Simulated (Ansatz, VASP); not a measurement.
# SiC in VASP and in Ansatz

```
CELL_PARAMETERS angstrom
0.01005 2.20171 2.18455
2.20171 0.01005 2.18455
2.21176 2.21176 0.00000
ATOMIC_POSITIONS crystal
Si 0.00044 0.00044 0.99956
C 0.24956 0.24956 0.25044
```

Change from the starting cell: strained cell.

Alike in both runs: task relaxation of the atoms; functional PBE; k mesh 10 × 10 × 10; occupations gaussian, width 0.02 eV; no spin polarisation.

|  | VASP | Ansatz |
| --- | --- | --- |
| version | VASP 6.6.1 | Ansatz 0.2.0 |
| potentials or method | VASP PAW PBE potentials, release 64 (Si, C), cutoff 520 eV | scalar-relativistic, plane waves, PAW |
| valence electrons in the cell | 8 | 8 |

VASP gave:

```
gap on the k mesh at the Fermi level, each at its own relaxed structure (eV) : 1.29
```

Task: Which values does Ansatz return?

Result: gap on the k mesh at the Fermi level, each at its own relaxed structure (eV): 1.30.

Ansatz's warnings: stress scf threshold loose.
